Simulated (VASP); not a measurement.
# ZnS (F-43m) in VASP: notebook, part 3 of 3

VASP 6.6.1.

## (5) Relaxation of cell and atoms, PBEsol, target pressure -1 GPa, at which the enthalpy is minimised

This run uses another cell than the first one, of 19.21 Å³/atom.

INCAR reads:

```
SYSTEM = ZnS
PREC = Accurate
ENCUT = 500
EDIFF = 1E-7
ISMEAR = 0
SIGMA = 0.01
LREAL = .FALSE.
LASPH = .TRUE.
NELM = 120
ALGO = Normal
ISIF = 3
LWAVE = .FALSE.
LCHARG = .FALSE.
GGA = PS
IBRION = 2
NSW = 80
EDIFFG = -0.001
PSTRESS = -10.0
GGA_COMPAT = .FALSE.
NELMIN = 4
```

KPOINTS reads:

```
Automatic mesh
0
G
  10 10 10
  0 0 0
```

POSCAR reads:

```
ZnS
1.0
    0.0000000000      2.6782590751      2.6782590751
    2.6782590751      0.0000000000      2.6782590751
    2.6782590751      2.6782590751      0.0000000000
Zn S
1 1
Direct
    0.0000000000      0.0000000000      0.0000000000
    0.7500000000      0.7500000000      0.7500000000
```

Potentials or basis: VASP PAW PBE potentials, release 64 (Zn, S).

On the command line:

```sh
cat potpaw_PBE.64/Zn/POTCAR potpaw_PBE.64/S/POTCAR > POTCAR
mpirun -np 1 vasp_std > vasp.out
```

OUTCAR:

```text
SYSTEM = ZnS
   PREC = Accurate
   ENCUT = 500
   EDIFF = 1E-7
   ISMEAR = 0
   LREAL = .FALSE.
   LASPH = .TRUE.
   NELM = 120
   ISIF = 3
   GGA = PS
   IBRION = 2
   NSW = 80
   EDIFFG = -0.001
   PSTRESS = -10.0
   NELMIN = 4

 ion  position               nearest neighbor table
   1  0.000  0.000  0.000-   2 2.32   2 2.32   2 2.32   2 2.32
   2  0.750  0.750  0.750-   1 2.32   1 2.32   1 2.32   1 2.32

  LATTYP: Found a face centered cubic cell.
 ALAT       =     5.3565181502

  Lattice vectors:

 A1 = (   0.0000000000,   2.6782590751,   2.6782590751)
 A2 = (   2.6782590751,   0.0000000000,   2.6782590751)
 A3 = (   2.6782590751,   2.6782590751,   0.0000000000)

Analysis of symmetry for initial positions (statically):
=====================================================================
 Subroutine PRICEL returns:
 Original cell was already a primitive cell.

 Routine SETGRP: Setting up the symmetry group for a
 face centered cubic supercell.

 Subroutine GETGRP returns: Found 24 space group operations
 (whereof 24 operations were pure point group operations)
 out of a pool of 48 trial point group operations.

The static configuration has the point symmetry T_d .

Analysis of symmetry for dynamics (positions and initial velocities):
=====================================================================
 Subroutine PRICEL returns:
 Original cell was already a primitive cell.

 Routine SETGRP: Setting up the symmetry group for a
 face centered cubic supercell.

 Subroutine GETGRP returns: Found 24 space group operations
 (whereof 24 operations were pure point group operations)
 out of a pool of 48 trial point group operations.

The dynamic configuration has the point symmetry T_d .

 Subroutine INISYM returns: Found 24 space group operations
 (whereof 24 operations are pure point group operations),
 and found     1 'primitive' translations

[... 134 lines left out ...]

 number of electron      18.0000015 magnetization

 Free energy of the ion-electron system (eV)
  ---------------------------------------------------
  ext. energy  EPLUGINS =         0.00000000
  ---------------------------------------------------
  free energy    TOTEN  =        -7.58870839 eV

  energy without entropy =       -7.58870839  energy(sigma->0) =       -7.58870839

------------------------ aborting loop because EDIFF is reached ----------------------------------------

  FORCE on cell =-STRESS in cart. coord.  units (eV):
  Direction    XX          YY          ZZ          XY          YZ          ZX
  --------------------------------------------------------------------------------------
  -------------------------------------------------------------------------------------
  Total        0.0457889      0.0457889      0.0457889     -0.0000000      0.0000000     -0.0000000
  in kB        1.9093374      1.9093374      1.9093374     -0.0000000      0.0000000     -0.0000000
  external PRESSURE =      11.9093374 kB  Pullay stress =     -10.0000000 kB
[... 63 lines left out ...]
--------------------------------------- Ionic step        3  -------------------------------------------

 number of electron      18.0000007 magnetization

 Free energy of the ion-electron system (eV)
  ---------------------------------------------------
  ext. energy  EPLUGINS =         0.00000000
  ---------------------------------------------------
  free energy    TOTEN  =        -7.58717329 eV

  energy without entropy =       -7.58717329  energy(sigma->0) =       -7.58717329

 E-fermi :   2.2229     XC(G=0):  -9.9023

 val. band max:        2.1180969718   @ k =   0.0000   0.0000   0.0000
 cond. band min:       4.1442985817   @ k =   0.0000   0.0000   0.0000
 fundamental gap:      2.0262016099
 Fermi energy:         2.2228896704

 k-point     1 :       0.0000    0.0000    0.0000
  band No.  band energies     occupation
      1     -11.1161      2.00000
      2      -4.2989      2.00000
      3      -4.2989      2.00000
      4      -4.2989      2.00000
      5      -3.7863      2.00000
      6      -3.7863      2.00000
      7       2.1181      2.00000
      8       2.1181      2.00000
      9       2.1181      2.00000
     10       4.1443      0.00000
     11       8.4183      0.00000
     12       8.4183      0.00000
     13       8.4183      0.00000
[... 354 lines left out ...]
  band No.  band energies     occupation
      1     -10.1183      2.00000
      2      -4.3334      2.00000
      3      -4.0469      2.00000
      4      -4.0387      2.00000
      5      -3.7648      2.00000
      6      -3.7271      2.00000
      7      -1.7032      2.00000
      8       0.0666      2.00000
      9       0.2860      2.00000
     10       6.0166      0.00000
     11       6.7325      0.00000
     12      10.8165      0.00000
     13      11.8042      0.00000

 [... further k-points ...]

------------------------ aborting loop because EDIFF is reached ----------------------------------------

  FORCE on cell =-STRESS in cart. coord.  units (eV):
  Direction    XX          YY          ZZ          XY          YZ          ZX
  --------------------------------------------------------------------------------------
  -------------------------------------------------------------------------------------
  Total       -0.2432629     -0.2432629     -0.2432629      0.0000000     -0.0000000     -0.0000000
  in kB       -9.9897928     -9.9897928     -9.9897928      0.0000000     -0.0000000     -0.0000000
  external PRESSURE =       0.0102072 kB  Pullay stress =     -10.0000000 kB
[... 21 lines left out ...]
  energy  without entropy=       -7.5871732944  energy(sigma->0) =       -7.58717329

  enthalpy is  TOTEN    =        -7.8306847321 eV   P V=       -0.2435114377

 reached required accuracy - stopping structural energy minimisation
```

OSZICAR:

```text
N       E                     dE             d eps       ncg     rms          rms(c)
DAV:   1     0.880496368834E+02    0.88050E+02   -0.91753E+03  1222   0.163E+03
DAV:   2    -0.162338463143E+01   -0.89673E+02   -0.85813E+02  1302   0.284E+02
DAV:   3    -0.791281114101E+01   -0.62894E+01   -0.62570E+01  1517   0.756E+01
[... 27 lines left out ...]
DAV:   4    -0.758719427698E+01    0.13072E-03   -0.85165E-05  1473   0.154E-01    0.448E-02
DAV:   5    -0.758717374963E+01    0.20527E-04   -0.20906E-05  1862   0.961E-02    0.916E-03
DAV:   6    -0.758717344934E+01    0.30030E-06   -0.62748E-06  1282   0.307E-02    0.398E-03
DAV:   7    -0.758717329561E+01    0.15372E-06   -0.26306E-07  1114   0.885E-03    0.168E-03
DAV:   8    -0.758717329442E+01    0.11960E-08   -0.87066E-08   621   0.400E-03
   3 F= -.78306847E+01 E0= -.78306847E+01  d E =-.216089E-02
```

CONTCAR:

```text
ZnS
   1.00000000000000
    -0.0000000000000000    2.6919479012370342    2.6919479012370342
     2.6919479012370342    0.0000000000000000    2.6919479012370342
     2.6919479012370342    2.6919479012370342    0.0000000000000000
  Zn              S
     1     1
Direct
     0.0000000000000000    0.0000000000000000    0.0000000000000000
     0.7500000000000000    0.7500000000000000    0.7500000000000000

  0.00000000E+00  0.00000000E+00  0.00000000E+00
  0.00000000E+00  0.00000000E+00  0.00000000E+00
```

Wall time 46 s (1 thread of Intel Xeon Platinum 8259CL at 2.50GHz (Skylake/Cascade Lake), shared host); peak memory 0.17 GiB.

What came out:

- Free energy: -7.5872 eV
- Relaxed volume: 19.51 Å³/atom
- Relaxed cell: a = 3.807 Å, b = 3.807 Å, c = 3.807 Å, α = 60.00°, β = 60.00°, γ = 60.00°
- Space group after relaxing (to 0.1 Å): F-43m (No. 216)
- Energy change on relaxing (the run minimises the enthalpy): +0.8 meV/atom
- Ionic steps: 3
- Pressure after relaxing: -1.0 GPa
- Band gap on the k mesh: 2.03 eV

Step by step:
```tsv
step	energy change (eV)	largest force (eV/Å)	pressure (GPa)	volume (Å³)
1	0.0000	0.0000	0.19	38.42
2	0.0031	0.0000	-1.39	39.22
3	0.0015	0.0000	-1.00	39.01
```

Final structure:
```xyz
2
Lattice="0.0000 2.6919 2.6919 2.6919 0.0000 2.6919 2.6919 2.6919 0.0000" Properties=species:S:1:pos:R:3 pbc="T T T"
Zn    0.0000    0.0000    0.0000
S     4.0379    4.0379    4.0379
```

Levels at points of the mesh, in eV from the valence-band top:
```csv
k point,band 7,band 8,band 9,band 10,band 11,band 12
"(0.00, 0.00, 0.00)",0.00,0.00,0.00,2.03,6.30,6.30
"(0.50, 0.00, 0.00)",-5.44,-0.89,-0.89,3.22,6.83,6.83
"(0.50, 0.50, 0.00)",-4.65,-2.29,-2.29,3.21,3.97,10.91
```

Caveat: the cell is relaxed towards a set pressure, so the run minimises the enthalpy, not the energy; the PAW data sets were made with another functional, which shifts forces and pressure a little.

## (6) Single point, PBEsol

This run uses another cell than the first one: it holds 4 atoms, not 2.

INCAR reads:

```
SYSTEM = ZnS
  PREC = Accurate
  ENCUT = 520
  EDIFF = 1E-6
  ISMEAR = 0
  SIGMA = 0.05
  LREAL = .FALSE.
  LASPH = .TRUE.
  NELM = 100
  ALGO = Normal
  ISIF = 2
  LWAVE = .FALSE.
  LCHARG = .FALSE.
  GGA = PS
  NBANDS = 26
  ISYM = 0
```

KPOINTS reads:

```
Automatic mesh
0
G
  12 12 8
  0 0 0
```

POSCAR reads:

```
ZnS
1.0
    0.0000000000     -2.6782590749     -2.6782590749
   -2.6782590749      0.0000000000     -2.6782590749
    2.6782590749      2.6782590749     -5.3565181498
Zn S
2 2
Direct
    0.0000000000      0.0000000000      0.0000000000
    0.5000000000      0.5000000000      0.5000000000
    0.3750000000      0.3750000000      0.8750000000
    0.8750000000      0.8750000000      0.3750000000
```

Potentials or basis: VASP PAW PBE potentials, release 64 (Zn, S).

On the command line:

```sh
cat potpaw_PBE.64/Zn/POTCAR potpaw_PBE.64/S/POTCAR > POTCAR
mpirun -np 1 vasp_std > vasp.out
```

Run time: 7.3 min. Hardware: 1 thread of Intel Xeon 6975P-C (Granite Rapids), shared host; peak memory 0.93 GiB.

The run converged. Its results:

```
Free energy            : -15.1779 eV
Pressure               : 0.2 GPa
Band gap on the k mesh : 2.09 eV
```

Levels at points of the mesh, in eV from the valence-band top:
| k point | band 16 | band 17 | band 18 | band 19 | band 20 | band 21 |
| --- | --- | --- | --- | --- | --- | --- |
| (0.00, 0.00, 0.00) | 0.00 | 0.00 | 0.00 | 2.09 | 3.24 | 6.29 |
| (0.50, 0.00, 0.00) | -2.53 | -1.69 | -1.69 | 4.20 | 4.20 | 5.95 |
| (0.00, 0.50, 0.00) | -2.53 | -1.69 | -1.69 | 4.20 | 4.20 | 5.95 |
| (0.50, 0.50, 0.00) | -2.35 | -0.92 | -0.92 | 3.18 | 3.24 | 3.96 |
| (0.00, 0.00, 0.50) | -0.50 | -0.50 | -0.50 | 3.44 | 3.44 | 6.89 |
| (0.50, 0.00, 0.50) | -2.35 | -0.92 | -0.92 | 3.18 | 3.24 | 3.96 |
| (0.00, 0.50, 0.50) | -2.35 | -0.92 | -0.92 | 3.18 | 3.24 | 3.96 |
| (0.50, 0.50, 0.50) | -2.53 | -1.69 | -1.69 | 4.20 | 4.20 | 5.95 |

Caveat: the PAW data sets were made with another functional, which shifts forces and pressure a little. A k mesh can miss the band edges.

## (7) Overview

| task | cell | k mesh | cutoff (eV) | smearing | gap on the mesh (eV) | pressure (GPa) |
| --- | --- | --- | --- | --- | --- | --- |
| single point | a = 3.410 Å, angles 60.0°, 2 atoms, atomic positions A | 10 × 10 × 10 | 520 | gaussian 0.01 eV | 2.27 | 50.6 |
| relaxation of cell and atoms | relaxed to 50 GPa from a = 3.788 Å, angles 60.0°, 2 atoms, atomic positions A | 10 × 10 × 10 | 600 | gaussian 0.01 eV | 2.28 | 50.0 |
| single point | a = 3.804 Å, angles 60.0°, 2 atoms, atomic positions A | 10 × 10 × 10 | 500 | gaussian 0.01 eV | 2.04 | -0.8 |
| relaxation of cell and atoms | relaxed to -1 GPa from a = 3.788 Å, angles 60.0°, 2 atoms, atomic positions A | 10 × 10 × 10 | 500 | gaussian 0.01 eV | 2.03 | -1.0 |
| single point | a = 3.788, b = 3.788, c = 6.560 Å, angles 73.2, 73.2, 60.0°, 4 atoms, atomic positions B | 12 × 12 × 8 | 520 | gaussian 0.05 eV | 2.09 | 0.2 |

Alike in all rows: level PBEsol; potentials or basis VASP PAW PBE potentials, release 64 (Zn, S); no spin polarisation.

Caveats: the PAW data sets were made with another functional, which shifts forces and pressure a little; the cell is relaxed towards a set pressure, so the run minimises the enthalpy, not the energy (at least some runs); the cell stands under pressure (at least some runs); the volume moved by over 15 % at a fixed basis, so the end points are rough (at least some runs).

Absolute energies hang on the potentials; compare differences alone.
